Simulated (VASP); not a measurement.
# TiO2 (Pbcn) in VASP: single point with PBEsol

Aim: the single point of TiO2 with PBEsol.

All numbers are computed with VASP 6.6.1; they aren't measurements. Logs are shortened: lines on timing, memory, paths and dates and some standing lists are left out, and cuts for length are marked.

## (1) The cell of the first run

It takes space group Pbcn (No. 60, orthorhombic). The conventional cell has a = 4.537 Å, b = 5.496 Å, c = 4.879 Å, α = 90.00°, β = 90.00°, γ = 90.00°. Ti (site symmetry 2) has 6 O at 1.87 to 2.09 Å within 2.5 Å. Within 3.0 Å of O (site symmetry 1) lie 3 Ti at 1.87 to 2.09 Å and 12 O at 2.57 to 2.96 Å.

## (2) Single point, PBEsol

INCAR reads:

```
  PREC = Accurate
  ENCUT = 520
  EDIFF = 1E-6
  ISMEAR = 0
  SIGMA = 0.02
  LREAL = F
  LASPH = T
  NELM = 100
  ALGO = Normal
  ISIF = 2
  LWAVE = F
  LCHARG = F
  GGA = PS
  NBANDS = 60
```

KPOINTS reads:

```
regular mesh
0
Gamma
  6 4 6
```

POSCAR reads:

```
TiO2
1.0
    4.5373665759      0.0000000000      0.0000000000
    0.0000000000      5.4957671608      0.0000000000
    0.0000000000      0.0000000000      4.8788170751
Ti O
4 8
Direct
    0.0000000000      0.1751162137      0.2500000000
    0.5000000000      0.3248837863      0.7500000000
    0.0000000000      0.8248837863      0.7500000000
    0.5000000000      0.6751162137      0.2500000000
    0.2715617852      0.3817125059      0.4187750803
    0.2284382148      0.1182874941      0.9187750803
    0.7715617852      0.1182874941      0.5812249197
    0.7284382148      0.3817125059      0.0812249197
    0.7284382148      0.6182874941      0.5812249197
    0.7715617852      0.8817125059      0.0812249197
    0.2284382148      0.8817125059      0.4187750803
    0.2715617852      0.6182874941      0.9187750803
```

Potentials or basis: VASP PAW PBE potentials, release 64 (Ti_sv, O).

Run with:

```bash
$ cat potpaw_PBE.64/Ti_sv/POTCAR potpaw_PBE.64/O/POTCAR > POTCAR
$ mpirun -np 1 vasp_std > vasp.out
```

OUTCAR:

```text
PREC = Accurate
   ENCUT = 520
   EDIFF = 1E-6
   ISMEAR = 0
   LREAL = F
   LASPH = T
   NELM = 100
   ISIF = 2
   GGA = PS

 ion  position               nearest neighbor table
   1  0.000  0.175  0.250-   5 1.87   8 1.87   7 1.95   6 1.95  10 2.09  11 2.09
   2  0.500  0.325  0.750-   6 1.87   7 1.87   5 1.95   8 1.95   9 2.09  12 2.09
   3  0.000  0.825  0.750-   9 1.87  12 1.87  11 1.95  10 1.95   6 2.09   7 2.09
   4  0.500  0.675  0.250-  10 1.87  11 1.87   9 1.95  12 1.95   5 2.09   8 2.09
   5  0.272  0.382  0.419-   1 1.87   2 1.95   4 2.09
   6  0.228  0.118  0.919-   2 1.87   1 1.95   3 2.09
   7  0.772  0.118  0.581-   2 1.87   1 1.95   3 2.09
   8  0.728  0.382  0.081-   1 1.87   2 1.95   4 2.09
   9  0.728  0.618  0.581-   3 1.87   4 1.95   2 2.09
  10  0.772  0.882  0.081-   4 1.87   3 1.95   1 2.09
  11  0.228  0.882  0.419-   4 1.87   3 1.95   1 2.09
  12  0.272  0.618  0.919-   3 1.87   4 1.95   2 2.09

  LATTYP: Found a simple orthorhombic cell.
 ALAT       =     4.5373665759
 B/A-ratio  =     1.0752530115
 C/A-ratio  =     1.2112239707

  Lattice vectors:

 A1 = (  -4.5373665759,   0.0000000000,   0.0000000000)
 A2 = (   0.0000000000,   0.0000000000,   4.8788170751)
 A3 = (   0.0000000000,   5.4957671608,   0.0000000000)

Analysis of symmetry for initial positions (statically):
=====================================================================
 Subroutine PRICEL returns:
 Original cell was already a primitive cell.

 Routine SETGRP: Setting up the symmetry group for a
 simple orthorhombic supercell.

 Subroutine GETGRP returns: Found  8 space group operations
 (whereof  2 operations were pure point group operations)
 out of a pool of  8 trial point group operations.

The static configuration has the point symmetry S_2 .
 The point group associated with its full space group is D_2h.

Analysis of symmetry for dynamics (positions and initial velocities):
=====================================================================
 Subroutine PRICEL returns:
 Original cell was already a primitive cell.

 Routine SETGRP: Setting up the symmetry group for a
 simple orthorhombic supercell.

 Subroutine GETGRP returns: Found  8 space group operations
 (whereof  2 operations were pure point group operations)
 out of a pool of  8 trial point group operations.

The dynamic configuration has the point symmetry S_2 .
 The point group associated with its full space group is D_2h.

 Subroutine INISYM returns: Found  8 space group operations
 (whereof  2 operations are pure point group operations),
 and found     1 'primitive' translations

----------------------------------------------------------------------------------------

                                     Primitive cell

  volume of cell :     121.6597

  direct lattice vectors                    reciprocal lattice vectors
     4.537366576  0.000000000  0.000000000     0.220392156  0.000000000  0.000000000
     0.000000000  5.495767161  0.000000000     0.000000000  0.181958218  0.000000000
     0.000000000  0.000000000  4.878817075     0.000000000  0.000000000  0.204967718

  length of vectors
     4.537366576  5.495767161  4.878817075     0.220392156  0.181958218  0.204967718

  position of ions in fractional coordinates (direct lattice)
     0.000000000  0.175116214  0.250000000
     0.500000000  0.324883786  0.750000000
     0.000000000  0.824883786  0.750000000
     0.500000000  0.675116214  0.250000000
     0.271561785  0.381712506  0.418775080
     0.228438215  0.118287494  0.918775080
     0.771561785  0.118287494  0.581224920
     0.728438215  0.381712506  0.081224920
     0.728438215  0.618287494  0.581224920
     0.771561785  0.881712506  0.081224920
     0.228438215  0.881712506  0.418775080
     0.271561785  0.618287494  0.918775080

  ion indices of the primitive-cell ions
   primitive index   ion index
                 1           1
                 2           2
                 3           3
                 4           4
                 5           5
                 6           6
                 7           7
                 8           8
                 9           9
                10          10
                11          11
                12          12

----------------------------------------------------------------------------------------

 KPOINTS: regular mesh

Automatic generation of k-mesh.
 Grid dimensions read from file:
 generate k-points for:    6    4    6

 Generating k-lattice:

  Cartesian coordinates                     Fractional coordinates (reciprocal lattice)
     0.036732026  0.000000000  0.000000000     0.166666667  0.000000000  0.000000000
     0.000000000  0.045489555  0.000000000     0.000000000  0.250000000  0.000000000
     0.000000000  0.000000000  0.034161286     0.000000000  0.000000000  0.166666667

  Length of vectors
     0.036732026  0.045489555  0.034161286

  Shift w.r.t. Gamma in fractional coordinates (k-lattice)
     0.000000000  0.000000000  0.000000000

 Subroutine IBZKPT returns following result:
 ===========================================

 Found     48 irreducible k-points:

 Following reciprocal coordinates:
            Coordinates               Weight
  0.000000  0.000000  0.000000      1.000000
  0.166667  0.000000  0.000000      2.000000
  0.333333  0.000000  0.000000      2.000000
  0.500000  0.000000  0.000000      1.000000
  0.000000  0.250000  0.000000      2.000000
  0.166667  0.250000  0.000000      4.000000
[... 16 lines left out ...]
  0.333333  0.500000  0.166667      4.000000
  0.500000  0.500000  0.166667      2.000000
 [... further k-points ...]
   k-points           NKPTS =     48   k-points in BZ     NKDIM =     48   number of bands    NBANDS=     60
   number of dos      NEDOS =    301   number of ions     NIONS =     12
   total plane-waves  NPLWV =  54432
   dimension x,y,z NGX =    36 NGY =   42 NGZ =   36
   dimension x,y,z NGXF=    72 NGYF=   84 NGZF=   72
   ions per type =               4   8
   NGX,Y,Z   is equivalent  to a cutoff of  13.19, 12.70, 12.27 a.u.
   NGXF,Y,Z  is equivalent  to a cutoff of  26.38, 25.41, 24.53 a.u.
 SYSTEM =  unknown system
   PREC   = accura    normal or accurate (medium, high low for compatibility)
   ISTART =      0    job   : 0-new  1-cont  2-samecut
   ICHARG =      2    charge: 1-file 2-atom 10-const
   ISPIN  =      1    spin polarized calculation?
   LNONCOLLINEAR =      F non collinear calculations
   LSORBIT =      F    spin-orbit coupling
   LASPH  =      T    aspherical Exc in radial PAW
   ENCUT  =  520.0 eV  38.22 Ry    6.18 a.u.   8.44 10.22  9.07*2*pi/ulx,y,z
   NELM   =    100;   NELMIN=  2; NELMDL= -5     # of ELM steps
   EDIFF  = 0.1E-05   stopping-criterion for ELM
   LREAL  =      F    real-space projection
   EDIFFG = 0.1E-04   stopping-criterion for IOM
   NSW    =      0    number of steps for IOM
   IBRION =     -1    ionic relax: 0-MD 1-quasi-New 2-CG
   NFREE  =      0    steps in history (QN), initial steepest desc. (CG)
   ISIF   =      2    stress and relaxation
   ISYM   =      2    0-nonsym 1-usesym 2-fastsym
   POTIM  = 0.5000    time-step for ionic-motion
   TEBEG  =    0.0;   TEEND  =   0.0 temperature during run
   PSTRESS=    0.0 pullay stress
   NELECT =      96.0000    total number of electrons
   NUPDOWN=      -1.0000    fix difference up-down
   EMIN   =  10.00;   EMAX   =-10.00  energy-range for DOS
   EFERMI =   0.00;   METHOD = LEGACY
   ISMEAR =     0;   SIGMA  =   0.02  broadening in eV -4-tet -1-fermi 0-gaus
   EFERMI_NEDOS =   21; number of points for ismear=-14 and -15
   IALGO  =     38    algorithm
   IMIX   =      4    mixing-type and parameters
     AMIX     =   0.40;   BMIX     =  1.00
     AMIX_MAG =   1.60;   BMIX_MAG =  1.00
  volume/ion in A,a.u.               =      10.14        68.42
  Fermi-wavevector in a.u.,A,eV,Ry     =   1.512805  2.858787 31.138014  2.288579
  Thomas-Fermi vector in A             =   2.622681
   LORBIT       =      0    0 simple, 1 ext, 2 COOP (PROOUT), +10 PAW based schemes
   GGA     = PS    functional components
   LHFCALC =     F    Hartree Fock is set to
   AEXX    =    0.0000 exact exchange contribution
   IVDW    =     0    specifies the selected vdW correction
   LEPSILON=     F    determine dielectric tensor
   LRPA    =     F    only Hartree local field effects (RPA)
 non-spin polarized calculation
 Gauss-broadening in eV      SIGMA  =   0.02
  energy-cutoff  :      520.00
  volume of cell :      121.66
 maximum number of plane-waves:      3306
 NGX is ok and might be reduce to    36
   NGX = 17   NGY = 21   NGZ = 19

 number of electron      96.0000006 magnetization

 Free energy of the ion-electron system (eV)
  ---------------------------------------------------
  ext. energy  EPLUGINS =         0.00000000
  ---------------------------------------------------
  free energy    TOTEN  =      -112.27941246 eV

  energy without entropy =     -112.27941246  energy(sigma->0) =     -112.27941246

 E-fermi :   4.7309     XC(G=0): -11.8807

 val. band max:        4.6225975841   @ k =   0.0000   0.0000   0.0000
 cond. band min:       7.2600713051   @ k =   0.0000   0.0000   0.5000
 fundamental gap:      2.6374737211
 Fermi energy:         4.7308523125

 k-point     1 :       0.0000    0.0000    0.0000
  band No.  band energies     occupation
      1     -51.4798      2.00000
      2     -51.4553      2.00000
      3     -51.4479      2.00000
      4     -51.4413      2.00000
      5     -28.0564      2.00000
      6     -27.9695      2.00000
[... 52 lines left out ...]
     59       9.1420      0.00000
     60       9.4203      0.00000

 k-point     2 :       0.1667    0.0000    0.0000
  band No.  band energies     occupation
      1     -51.4782      2.00000
      2     -51.4569      2.00000
      3     -51.4474      2.00000
      4     -51.4417      2.00000
      5     -28.0446      2.00000
      6     -27.9634      2.00000
[... 52 lines left out ...]
     59       9.0521      0.00000
     60       9.2683      0.00000

 k-point     3 :       0.3333    0.0000    0.0000
  band No.  band energies     occupation
      1     -51.4737      2.00000
      2     -51.4614      2.00000
      3     -51.4462      2.00000
      4     -51.4429      2.00000
      5     -28.0122      2.00000
      6     -27.9433      2.00000
[... 1312 lines left out ...]
     59       8.9559      0.00000
     60       8.9712      0.00000

 k-point    24 :       0.5000    0.5000    0.1667
  band No.  band energies     occupation
      1     -51.4658      2.00000
      2     -51.4658      2.00000
      3     -51.4462      2.00000
      4     -51.4462      2.00000
      5     -28.0026      2.00000
      6     -28.0026      2.00000
[... 52 lines left out ...]
     59       8.8067      0.00000
     60       8.8067      0.00000

 [... further k-points ...]

------------------------ aborting loop because EDIFF is reached ----------------------------------------

  FORCE on cell =-STRESS in cart. coord.  units (eV):
  Direction    XX          YY          ZZ          XY          YZ          ZX
  --------------------------------------------------------------------------------------
  -------------------------------------------------------------------------------------
  Total        0.6016119      0.4955816      0.6569537      0.0000000      0.0000000      0.0000000
  in kB        7.9228294      6.5264804      8.6516440      0.0000000      0.0000000      0.0000000
  external PRESSURE =       7.7003179 kB  Pullay stress =       0.0000000 kB

 VOLUME and BASIS-vectors are now :
 -----------------------------------------------------------------------------
  energy-cutoff  :      520.00
  volume of cell :      121.66
      direct lattice vectors                 reciprocal lattice vectors
     4.537366576  0.000000000  0.000000000     0.220392156  0.000000000  0.000000000
     0.000000000  5.495767161  0.000000000     0.000000000  0.181958218  0.000000000
     0.000000000  0.000000000  4.878817075     0.000000000  0.000000000  0.204967718

 POSITION                                       TOTAL-FORCE (eV/Angst)
 -----------------------------------------------------------------------------------
      0.00000      0.96240      1.21970         0.000000     -0.032594     -0.000000
      2.26868      1.78549      3.65911         0.000000      0.032594     -0.000000
      0.00000      4.53337      3.65911         0.000000      0.032594     -0.000000
      2.26868      3.71028      1.21970         0.000000     -0.032594     -0.000000
      1.23218      2.09780      2.04313         0.011075      0.030581     -0.000016
      1.03651      0.65008      4.48254        -0.011075     -0.030581     -0.000016
      3.50086      0.65008      2.83569         0.011075     -0.030581      0.000016
      3.30519      2.09780      0.39628        -0.011075      0.030581      0.000016
      3.30519      3.39796      2.83569        -0.011075     -0.030581      0.000016
      3.50086      4.84569      0.39628         0.011075      0.030581      0.000016
      1.03651      4.84569      2.04313        -0.011075      0.030581     -0.000016
      1.23218      3.39796      4.48254         0.011075     -0.030581     -0.000016
 -----------------------------------------------------------------------------------
    total drift:                               -0.000000     -0.000000     -0.000000

  FREE ENERGIE OF THE ION-ELECTRON SYSTEM (eV)
  ---------------------------------------------------
  free  energy   TOTEN  =      -112.2794124647 eV

  energy  without entropy=     -112.2794124647  energy(sigma->0) =     -112.27941246
```

Wall time 3.4 min (1 thread of Intel Xeon Platinum 8488C (Sapphire Rapids), shared host); peak memory 0.37 GiB.

What came out:

| Property | Result |
| --- | --- |
| Free energy | -112.2794 eV |
| Pressure | 0.8 GPa |
| Largest force | 0.033 eV/Å |
| Band gap on the k mesh | 2.64 eV (least direct gap 2.70 eV) |

Forces in eV/Å, atoms in the order of the input:
```
Ti   0.000 -0.033  0.000
Ti   0.000  0.033  0.000
Ti   0.000  0.033  0.000
Ti   0.000 -0.033  0.000
O    0.011  0.031  0.000
O   -0.011 -0.031  0.000
O    0.011 -0.031  0.000
O   -0.011  0.031  0.000
O   -0.011 -0.031  0.000
O    0.011  0.031  0.000
O   -0.011  0.031  0.000
O    0.011 -0.031  0.000
```

Stress tensor (GPa, compression positive):
```
0.79 0.00 0.00
0.00 0.65 0.00
0.00 0.00 0.87
```

Levels at points of the mesh, in eV from the valence-band top:
| k point | band 44 | band 45 | band 46 | band 47 | band 48 | band 49 | band 50 | band 51 | band 52 | band 53 |
| --- | --- | --- | --- | --- | --- | --- | --- | --- | --- | --- |
| (0.00, 0.00, 0.00) | -0.54 | -0.53 | -0.41 | -0.01 | 0.00 | 2.70 | 2.71 | 2.85 | 2.87 | 2.89 |
| (0.50, 0.00, 0.00) | -1.29 | -0.50 | -0.50 | -0.25 | -0.25 | 3.15 | 3.15 | 3.29 | 3.29 | 3.62 |
| (0.00, 0.50, 0.00) | -1.32 | -1.22 | -1.22 | -0.14 | -0.14 | 2.81 | 2.81 | 3.27 | 3.27 | 3.35 |
| (0.50, 0.50, 0.00) | -1.03 | -0.54 | -0.54 | -0.36 | -0.36 | 3.01 | 3.01 | 3.02 | 3.02 | 3.28 |
| (0.00, 0.00, 0.50) | -1.07 | -0.43 | -0.43 | -0.29 | -0.29 | 2.64 | 2.64 | 3.09 | 3.09 | 3.60 |
| (0.50, 0.00, 0.50) | -1.30 | -0.50 | -0.50 | -0.50 | -0.50 | 3.02 | 3.02 | 3.02 | 3.02 | 3.60 |
| (0.00, 0.50, 0.50) | -1.70 | -0.44 | -0.44 | -0.44 | -0.44 | 2.94 | 2.94 | 2.94 | 2.94 | 3.77 |
| (0.50, 0.50, 0.50) | -1.30 | -0.82 | -0.82 | -0.82 | -0.82 | 3.04 | 3.04 | 3.04 | 3.04 | 3.54 |

Caveat: the PAW data sets were made with another functional, which shifts forces and pressure a little. A k mesh can miss the band edges.
